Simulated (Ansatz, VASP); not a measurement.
## One calculation of Zn, two programs

INCAR

```
SYSTEM = Zn
  PREC = Accurate
  ENCUT = 520
  EDIFF = 1E-6
  ISMEAR = 0
  SIGMA = 0.1
  LREAL = .FALSE.
  LASPH = .TRUE.
  NELM = 80
  ALGO = Fast
  ISIF = 2
  LWAVE = .FALSE.
  LCHARG = .FALSE.
  GGA = PE
  NBANDS = 19
```

The input KPOINTS:

```
regular mesh
0
G
  18 18 8
  0 0 0
```

The input POSCAR:

```
Zn
1.0
    2.6700000000      0.0000000000      0.0000000000
   -1.3350000000      2.3122878281      0.0000000000
    0.0000000000      0.0000000000      4.9660000000
Zn
2
Direct
    0.3333333333      0.6666666667      0.2500000000
    0.6666666667      0.3333333333      0.7500000000
```

Input for Ansatz:

```yaml
crystal:
  lattice:
    - [2.67, 0.0, 0.0]
    - [-1.335, 2.3122878281, 0.0]
    - [0.0, 0.0, 4.966]
  atoms:
    - { symbol: Zn, position: [0.3333333333, 0.6666666667, 0.25] }
    - { symbol: Zn, position: [0.6666666667, 0.3333333333, 0.75] }
basis:
  ecutwfc: 420
kpoints:
  mp_grid: { grid: [18, 18, 8] }
hamiltonian:
  xc: pbe
scf:
  occupations: { method: gaussian, width: 0.1 }
output:
  forces: true
  stress: true
  eigenvalues: true
  populations: true
```

Alike in both runs: task single point; functional PBE; k mesh 18 × 18 × 8; occupations gaussian, width 0.1 eV; no spin polarisation.

|  | VASP | Ansatz |
| --- | --- | --- |
| version | VASP 6.6.1 | Ansatz 0.2.0 |
| potentials or method | VASP PAW PBE potentials, release 64 (Zn), cutoff 520 eV | scalar-relativistic, plane waves, PAW |
| valence electrons in the cell | 24 | 24 |

```csv
,VASP,Ansatz,Ansatz less VASP
gap on the k mesh at the Fermi level (eV),none,none,-
pressure (GPa),-0.6,-0.9,-0.31
"traceless stress, the component that is largest in VASP (GPa)",0.76,0.90,+0.145
```

A gap of «none» marks a metal or a gap that the smearing closes.
